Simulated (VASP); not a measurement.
# MoS2 (P6_3/mmc) in VASP: further runs

The runs below take MoS2 through single point, with r2SCAN, PBE.

All numbers are computed with VASP 6.6.1; they aren't measurements. Logs are shortened: lines on timing, memory, paths and dates and some standing lists are left out, and cuts for length are marked.

## (1) The cell of the first run

It takes space group P6_3/mmc (No. 194, hexagonal). The conventional cell has a = 3.300 Å, b = 3.300 Å, c = 12.240 Å, α = 90.00°, β = 90.00°, γ = 120.00°. Mo (site symmetry -6m2) has 6 S at 2.44 Å within 3.2 Å. S (site symmetry 3m) has 3 Mo at 2.44 Å and 1 S at 3.03 Å within 3.2 Å.

## (2) Single point, r2SCAN (epitaxial xy strain +4.0%)

Input file POSCAR:

```
MoS2
1.0
    3.2999407265      0.0000000000      0.0000000000
   -1.6499703633      2.8578325001      0.0000000000
    0.0000000000      0.0000000000     12.2396518206
Mo S
2 4
Direct
    0.3333333333      0.6666666667      0.2500000000
    0.6666666667      0.3333333333      0.7500000000
    0.6666666667      0.3333333333      0.3739781893
    0.6666666667      0.3333333333      0.1260218107
    0.3333333333      0.6666666667      0.8739781893
    0.3333333333      0.6666666667      0.6260218107
```

Input file INCAR.step1:

```
  PREC = Accurate
  ENCUT = 520
  ISMEAR = 0
  SIGMA = 0.01
  LREAL = F
  LASPH = T
  NELM = 60
  NBANDS = 35
  GGA = PE
  ALGO = Normal
  EDIFF = 1E-4
  LWAVE = T
  LCHARG = F
```

Input file INCAR.step2:

```
  PREC = Accurate
  ENCUT = 520
  EDIFF = 1E-7
  ISMEAR = 0
  SIGMA = 0.01
  LREAL = F
  LASPH = T
  NELM = 60
  ALGO = Normal
  ISIF = 2
  LWAVE = F
  LCHARG = F
  METAGGA = R2SCAN
  LMIXTAU = T
  NBANDS = 35
  ISTART = 1
```

Input file KPOINTS:

```
regular mesh
0
Gamma
  12 12 2
```

Potentials or basis: VASP PAW PBE potentials, release 64 (Mo_sv, S).

Run with:

```console
> cat potpaw_PBE.64/Mo_sv/POTCAR potpaw_PBE.64/S/POTCAR > POTCAR
> cp INCAR.step1 INCAR
> mpirun -np 1 vasp_std > vasp.out
> cp INCAR.step2 INCAR
> mpirun -np 1 vasp_std > vasp.out
```

OUTCAR:

```text
PREC = Accurate
   ENCUT = 520
   EDIFF = 1E-7
   ISMEAR = 0
   LREAL = F
   LASPH = T
   NELM = 60
   ISIF = 2
   METAGGA = R2SCAN
   ISTART = 1

 ion  position               nearest neighbor table
   1  0.333  0.667  0.250-   3 2.44   4 2.44   3 2.44   4 2.44   3 2.44   4 2.44
   2  0.667  0.333  0.750-   5 2.44   6 2.44   5 2.44   6 2.44   5 2.44   6 2.44
   3  0.667  0.333  0.374-   1 2.44   1 2.44   1 2.44
   4  0.667  0.333  0.126-   1 2.44   1 2.44   1 2.44
   5  0.333  0.667  0.874-   2 2.44   2 2.44   2 2.44
   6  0.333  0.667  0.626-   2 2.44   2 2.44   2 2.44

  LATTYP: Found a hexagonal cell.
 ALAT       =     3.2999407265
 C/A-ratio  =     3.7090520209

  Lattice vectors:

 A1 = (   3.2999407265,   0.0000000000,   0.0000000000)
 A2 = (  -1.6499703633,   2.8578325001,   0.0000000000)
 A3 = (   0.0000000000,   0.0000000000,  12.2396518206)

Analysis of symmetry for initial positions (statically):
=====================================================================
 Subroutine PRICEL returns:
 Original cell was already a primitive cell.

 Routine SETGRP: Setting up the symmetry group for a
 hexagonal supercell.

 Subroutine GETGRP returns: Found 24 space group operations
 (whereof 12 operations were pure point group operations)
 out of a pool of 24 trial point group operations.

The static configuration has the point symmetry D_3d.
 The point group associated with its full space group is D_6h.

Analysis of symmetry for dynamics (positions and initial velocities):
=====================================================================
 Subroutine PRICEL returns:
 Original cell was already a primitive cell.

 Routine SETGRP: Setting up the symmetry group for a
 hexagonal supercell.

 Subroutine GETGRP returns: Found 24 space group operations
 (whereof 12 operations were pure point group operations)
 out of a pool of 24 trial point group operations.

The dynamic configuration has the point symmetry D_3d.
 The point group associated with its full space group is D_6h.

 Subroutine INISYM returns: Found 24 space group operations
 (whereof 12 operations are pure point group operations),
 and found     1 'primitive' translations

----------------------------------------------------------------------------------------

                                     Primitive cell

  volume of cell :     115.4282

  direct lattice vectors                    reciprocal lattice vectors
     3.299940727  0.000000000  0.000000000     0.303035746  0.174957770  0.000000000
    -1.649970363  2.857832500  0.000000000     0.000000000  0.349915539  0.000000000
     0.000000000  0.000000000 12.239651821     0.000000000  0.000000000  0.081701670

  length of vectors
     3.299940727  3.299940726 12.239651821     0.349915539  0.349915539  0.081701670

  position of ions in fractional coordinates (direct lattice)
     0.333333333  0.666666667  0.250000000
     0.666666667  0.333333333  0.750000000
     0.666666667  0.333333333  0.373978189
     0.666666667  0.333333333  0.126021811
     0.333333333  0.666666667  0.873978189
     0.333333333  0.666666667  0.626021811

  ion indices of the primitive-cell ions
   primitive index   ion index
                 1           1
                 2           2
                 3           3
                 4           4
                 5           5
                 6           6

----------------------------------------------------------------------------------------

 KPOINTS: regular mesh

Automatic generation of k-mesh.
 Grid dimensions read from file:
 generate k-points for:   12   12    2

 Generating k-lattice:

  Cartesian coordinates                     Fractional coordinates (reciprocal lattice)
     0.025252979  0.014579814  0.000000000     0.083333333  0.000000000  0.000000000
     0.000000000  0.029159628  0.000000000     0.000000000  0.083333333  0.000000000
     0.000000000  0.000000000  0.040850835     0.000000000  0.000000000  0.500000000

  Length of vectors
     0.029159628  0.029159628  0.040850835

  Shift w.r.t. Gamma in fractional coordinates (k-lattice)
     0.000000000  0.000000000  0.000000000

 Subroutine IBZKPT returns following result:
 ===========================================

 Found     38 irreducible k-points:

 Following reciprocal coordinates:
            Coordinates               Weight
  0.000000  0.000000  0.000000      1.000000
  0.083333  0.000000  0.000000      6.000000
  0.166667  0.000000  0.000000      6.000000
  0.250000  0.000000  0.000000      6.000000
  0.333333  0.000000  0.000000      6.000000
  0.416667  0.000000  0.000000      6.000000
[... 16 lines left out ...]
  0.250000  0.000000  0.500000      6.000000
  0.333333  0.000000  0.500000      6.000000
 [... further k-points ...]
   k-points           NKPTS =     38   k-points in BZ     NKDIM =     38   number of bands    NBANDS=     35
   number of dos      NEDOS =    301   number of ions     NIONS =      6
[... 53 lines left out ...]
   NGX = 13   NGY = 13   NGZ = 45

 number of electron      51.9999997 magnetization

 Free energy of the ion-electron system (eV)
  ---------------------------------------------------
  ext. energy  EPLUGINS =         0.00000000
  ---------------------------------------------------
  free energy    TOTEN  =       -89.83254073 eV

  energy without entropy =      -89.83254073  energy(sigma->0) =      -89.83254073

 E-fermi :   6.8864     XC(G=0): -11.0697

 val. band max:        6.7558447290   @ k =   0.0000   0.0000   0.0000
 cond. band min:       7.0962164281   @ k =   0.3333   0.3333   0.0000
 fundamental gap:      0.3403716992
 Fermi energy:         6.8863599361

 k-point     1 :       0.0000    0.0000    0.0000
  band No.  band energies     occupation
      1     -57.1094      2.00000
      2     -57.1093      2.00000
      3     -30.4462      2.00000
      4     -30.4461      2.00000
      5     -30.3664      2.00000
      6     -30.3664      2.00000
[... 27 lines left out ...]
     34       8.9003      0.00000
     35      11.8843      0.00000

 k-point     2 :       0.0833    0.0000    0.0000
  band No.  band energies     occupation
      1     -57.1076      2.00000
      2     -57.1076      2.00000
      3     -30.4425      2.00000
      4     -30.4424      2.00000
      5     -30.3855      2.00000
      6     -30.3855      2.00000
[... 27 lines left out ...]
     34       8.7978      0.00000
     35      12.3388      0.00000

 k-point     3 :       0.1667    0.0000    0.0000
  band No.  band energies     occupation
      1     -57.1029      2.00000
      2     -57.1029      2.00000
      3     -30.4372      2.00000
      4     -30.4372      2.00000
      5     -30.4322      2.00000
      6     -30.4321      2.00000
[... 27 lines left out ...]
     34       9.1221      0.00000
     35      13.3604      0.00000

 k-point     4 :       0.2500    0.0000    0.0000
  band No.  band energies     occupation
      1     -57.0965      2.00000
      2     -57.0965      2.00000
      3     -30.5071      2.00000
      4     -30.5071      2.00000
      5     -30.4182      2.00000
      6     -30.4181      2.00000
[... 27 lines left out ...]
     34       9.6242      0.00000
     35      14.1330      0.00000

 k-point     5 :       0.3333    0.0000    0.0000
  band No.  band energies     occupation
      1     -57.0901      2.00000
      2     -57.0901      2.00000
      3     -30.5762      2.00000
      4     -30.5762      2.00000
      5     -30.4149      2.00000
      6     -30.4149      2.00000
[... 638 lines left out ...]
 k-point    22 :       0.1667    0.0000    0.5000
  band No.  band energies     occupation
      1     -57.1029      2.00000
      2     -57.1029      2.00000
      3     -30.4372      2.00000
      4     -30.4372      2.00000
      5     -30.4322      2.00000
      6     -30.4322      2.00000
[... 27 lines left out ...]
     34       9.0741      0.00000
     35      13.4607      0.00000

 k-point    23 :       0.2500    0.0000    0.5000
  band No.  band energies     occupation
      1     -57.0965      2.00000
      2     -57.0965      2.00000
      3     -30.5071      2.00000
      4     -30.5071      2.00000
      5     -30.4181      2.00000
      6     -30.4181      2.00000
[... 27 lines left out ...]
     34       9.5292      0.00000
     35      14.2242      0.00000

 k-point    24 :       0.3333    0.0000    0.5000
  band No.  band energies     occupation
      1     -57.0901      2.00000
      2     -57.0901      2.00000
      3     -30.5762      2.00000
      4     -30.5762      2.00000
      5     -30.4149      2.00000
      6     -30.4149      2.00000
[... 27 lines left out ...]
     34       9.8863      0.00000
     35      13.5834      0.00000

 [... further k-points ...]

------------------------ aborting loop because EDIFF is reached ----------------------------------------

  FORCE on cell =-STRESS in cart. coord.  units (eV):
  Direction    XX          YY          ZZ          XY          YZ          ZX
  --------------------------------------------------------------------------------------
  -------------------------------------------------------------------------------------
  Total       -6.4059312     -6.4059312      0.7028097      0.0000000      0.0000000     -0.0000000
  in kB      -88.9161967    -88.9161967      9.7552043      0.0000000      0.0000000     -0.0000000
  external PRESSURE =     -56.0257297 kB  Pullay stress =       0.0000000 kB

 VOLUME and BASIS-vectors are now :
 -----------------------------------------------------------------------------
  energy-cutoff  :      520.00
  volume of cell :      115.43
      direct lattice vectors                 reciprocal lattice vectors
     3.299940727  0.000000000  0.000000000     0.303035746  0.174957770  0.000000000
    -1.649970363  2.857832500  0.000000000     0.000000000  0.349915539  0.000000000
     0.000000000  0.000000000 12.239651821     0.000000000  0.000000000  0.081701670

 POSITION                                       TOTAL-FORCE (eV/Angst)
 -----------------------------------------------------------------------------------
     -0.00000      1.90522      3.05991         0.000000     -0.000000      0.000000
      1.64997      0.95261      9.17974        -0.000000      0.000000      0.000000
      1.64997      0.95261      4.57736         0.000000      0.000000     -0.049096
      1.64997      0.95261      1.54246         0.000000     -0.000000      0.049096
     -0.00000      1.90522     10.69719        -0.000000      0.000000     -0.049096
     -0.00000      1.90522      7.66229        -0.000000     -0.000000      0.049096
 -----------------------------------------------------------------------------------
    total drift:                               -0.000000      0.000000     -0.000000

  FREE ENERGIE OF THE ION-ELECTRON SYSTEM (eV)
  ---------------------------------------------------
  free  energy   TOTEN  =       -89.8325407313 eV

  energy  without entropy=      -89.8325407313  energy(sigma->0) =      -89.83254073
```

Run time: 11 min. Hardware: 1 thread of Intel Xeon 6975P-C, shared host; peak memory 0.36 GiB.

What came out:

```
Free energy            : -89.8325 eV
Pressure               : -5.6 GPa
Largest force          : 0.049 eV/Å
Band gap on the k mesh : 0.34 eV, indirect (least direct gap 1.35 eV)
```

Forces in eV/Å, atoms in the order of the input:
```
Mo   0.000  0.000  0.000
Mo   0.000  0.000  0.000
S    0.000  0.000 -0.049
S    0.000  0.000  0.049
S    0.000  0.000 -0.049
S    0.000  0.000  0.049
```

Caveat: the cell differs from its parent crystal (epitaxial xy strain +4.0%); the PAW data sets were made with another functional, which shifts forces and pressure a little.

## (3) Single point, PBE (epitaxial xy strain -4.0%)

Input file INCAR:

```
ALGO = Normal
EDIFF = 1E-7
ENCUT = 520
GGA = PE
ISIF = 2
ISMEAR = -1
LASPH = True
LCHARG = False
LREAL = False
LWAVE = False
NBANDS = 35
NELM = 80
PREC = Accurate
SIGMA = 0.02
```

Input file KPOINTS:

```
k-points
0
Gamma
  12 12 2
```

Input file POSCAR:

```
MoS2
1.0
    3.0460991321      0.0000000000      0.0000000000
   -1.5230495661      2.6379992309      0.0000000000
    0.0000000000      0.0000000000     12.6619511099
Mo S
2 4
Direct
    0.3333333333      0.6666666667      0.2500000000
    0.6666666667      0.3333333333      0.7500000000
    0.6666666667      0.3333333333      0.3763259831
    0.6666666667      0.3333333333      0.1236740169
    0.3333333333      0.6666666667      0.8763259831
    0.3333333333      0.6666666667      0.6236740169
```

Potentials or basis: VASP PAW PBE potentials, release 64 (Mo_sv, S).

Run with:

```console
> cat potpaw_PBE.64/Mo_sv/POTCAR potpaw_PBE.64/S/POTCAR > POTCAR
> mpirun -np 1 vasp_std > vasp.out
```

It took 2.4 min on 1 thread of Intel Xeon 6975P-C, shared host; peak memory 0.28 GiB.

The run converged. Its results:

```yaml
Free_energy: -43.2577 eV
Pressure: 10.9 GPa
Largest_force: 0.130 eV/Å
Band_gap_on_the_k_mesh: 1.15 eV, indirect (least direct gap 2.13 eV)
```

Forces in eV/Å, atoms in the order of the input:
```
Mo   0.000  0.000  0.000
Mo   0.000  0.000  0.000
S    0.000  0.000  0.130
S    0.000  0.000 -0.130
S    0.000  0.000  0.130
S    0.000  0.000 -0.130
```

Stress tensor (GPa, compression positive):
```
14.50  0.00  0.00
 0.00 14.50  0.00
 0.00  0.00  3.72
```

Levels at points of the mesh, in eV from the valence-band top:
```tsv
k point	band 22	band 23	band 24	band 25	band 26	band 27	band 28	band 29	band 30	band 31
(0.00, 0.00, 0.00)	-1.40	-1.40	-1.32	-1.24	0.00	2.87	2.87	2.90	2.90	2.97
(0.50, 0.00, 0.00)	-2.44	-1.00	-1.00	-0.95	-0.78	2.55	2.58	2.69	3.07	3.40
(0.00, 0.00, 0.50)	-1.41	-1.41	-1.41	-0.32	-0.32	2.88	2.88	2.88	2.88	3.04
(0.50, 0.00, 0.50)	-2.55	-1.00	-1.00	-0.87	-0.87	2.56	2.56	2.89	2.89	3.76
```

Caveat: the cell differs from its parent crystal (epitaxial xy strain -4.0%); this functional lacks dispersion, which binds the layers, so the pressure and a relaxed spacing across them are unreliable. A k mesh can miss the band edges.

## (4) Single point, PBE (epitaxial xy strain -3.0%)

Input file INCAR:

```
SYSTEM = MoS2
ALGO     = Normal         ! electronic algorithm
EDIFF    = 1E-6           ! SCF threshold, eV
ENCUT    = 520            ! plane-wave cutoff, eV
GGA      = PE             ! functional
ISIF     = 2              ! what is computed and relaxed
ISMEAR   = -1             ! smearing method
LASPH    = .True.         ! aspherical terms in the spheres
LCHARG   = .False.        ! write CHGCAR
LREAL    = .False.        ! projectors in reciprocal space
LWAVE    = .False.        ! write WAVECAR
NBANDS   = 35             ! bands
NELM     = 80             ! most SCF steps
PREC     = Accurate       ! precision mode
SIGMA    = 0.02           ! smearing width, eV
```

Input file KPOINTS:

```
k-points
0
Gamma
  12 12 2
  0 0 0
```

Input file POSCAR:

```
MoS2
1.0
    3.0778293314      0.0000000000      0.0000000000
   -1.5389146657      2.6654783895      0.0000000000
    0.0000000000      0.0000000000     12.6026462248
Mo S
2 4
Direct
    0.3333333333      0.6666666667      0.2500000000
    0.6666666667      0.3333333333      0.7500000000
    0.6666666667      0.3333333333      0.3760107110
    0.6666666667      0.3333333333      0.1239892890
    0.3333333333      0.6666666667      0.8760107110
    0.3333333333      0.6666666667      0.6239892890
```

Run with:

```console
> cat potpaw_PBE.64/Mo_sv/POTCAR potpaw_PBE.64/S/POTCAR > POTCAR
> mpirun -np 1 vasp_std > vasp.out
```

It took 1.7 min on 1 thread of Intel Xeon 6975P-C, shared host; peak memory 0.29 GiB.

It converged, with:

```yaml
Free_energy: -43.4142 eV
Pressure: 8.5 GPa
Largest_force: 0.122 eV/Å
Band_gap_on_the_k_mesh: 1.09 eV, indirect (least direct gap 2.00 eV)
```

Forces in eV/Å, atoms in the order of the input:
```
Mo   0.000  0.000  0.000
Mo   0.000  0.000  0.000
S    0.000  0.000  0.122
S    0.000  0.000 -0.122
S    0.000  0.000  0.122
S    0.000  0.000 -0.122
```

Stress tensor (GPa, compression positive):
```
10.99  0.00  0.00
 0.00 10.99  0.00
 0.00  0.00  3.58
```

Levels at points of the mesh, in eV from the valence-band top:
```csv
k point,band 22,band 23,band 24,band 25,band 26,band 27,band 28,band 29,band 30,band 31
"(0.00, 0.00, 0.00)",-1.62,-1.62,-1.31,-1.21,0.00,2.66,2.66,2.68,2.68,2.78
"(0.50, 0.00, 0.00)",-2.46,-1.17,-1.12,-1.08,-1.00,2.28,2.31,2.53,2.87,3.27
"(0.00, 0.00, 0.50)",-1.63,-1.63,-1.63,-0.31,-0.31,2.66,2.66,2.66,2.66,2.86
"(0.50, 0.00, 0.50)",-2.57,-1.09,-1.09,-1.08,-1.08,2.29,2.29,2.70,2.70,3.62
```

Caveat: the cell differs from its parent crystal (epitaxial xy strain -3.0%); this functional lacks dispersion, which binds the layers, so the pressure and a relaxed spacing across them are unreliable.

## (5) Overview

```csv
level,cell,smearing,gap on the mesh (eV),pressure (GPa),largest force (eV/Å)
r2SCAN,"a = 3.300, b = 3.300, c = 12.240 Å, angles 90.0, 90.0, 120.0°, 6 atoms",gaussian 0.01 eV,0.34,-5.6,0.05
PBE,"a = 3.046, b = 3.046, c = 12.662 Å, angles 90.0, 90.0, 120.0°, 6 atoms",fermi-dirac 0.02 eV,1.15,10.9,0.13
PBE,"a = 3.078, b = 3.078, c = 12.603 Å, angles 90.0, 90.0, 120.0°, 6 atoms",fermi-dirac 0.02 eV,1.09,8.5,0.12
```

Alike in all rows: task single point; potentials or basis VASP PAW PBE potentials, release 64 (Mo_sv, S); no spin polarisation; k mesh 12 × 12 × 2; cutoff (eV) 520.

Caveats: this functional lacks dispersion, which binds the layers, so the pressure and a relaxed spacing across them are unreliable (some runs); the PAW data sets were made with another functional, which shifts forces and pressure a little (some runs).

Total energies depend on the potentials used, so only differences within one code and one set of settings carry meaning.
